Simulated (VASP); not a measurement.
The system is BaS.

```xyz
2
Lattice="0.0000 3.2118 3.2118 3.2118 0.0000 3.2118 3.2118 3.2118 0.0000" Properties=species:S:1:pos:R:3 pbc="T T T"
Ba    0.0000    0.0000    0.0000
S     3.2118    3.2118    3.2118
```

Base run:

| Quantity | Value |
| --- | --- |
| Program | VASP 6.6.1 |
| Functional | r2SCAN |
| Potentials or basis | VASP PAW PBE potentials, release 64 (Ba_sv, S) |
| Cutoff | 520 eV |
| k mesh | 6 × 6 × 6 |
| Occupations | gaussian, width 0.01 eV |
| Spin | no spin polarisation |

Its results: band gap on the k mesh 2.49 eV, indirect (least direct gap 2.63 eV); pressure 0.6 GPa.

The run is repeated on the same cell with these changes: functional from r2SCAN to PBE. What comes out?

Band gap on the k mesh 2.13 eV, indirect (least direct gap 2.28 eV); pressure 0.7 GPa.

r2SCAN gives the wider gap, since meta-GGAs in the generalised Kohn-Sham scheme recover part of the derivative discontinuity.

Caveats: spin-orbit coupling is left out, which moves the levels of the heavy elements; the PAW data sets were made with another functional, which shifts forces and pressure a little (some runs).

A k mesh can miss the band edges.
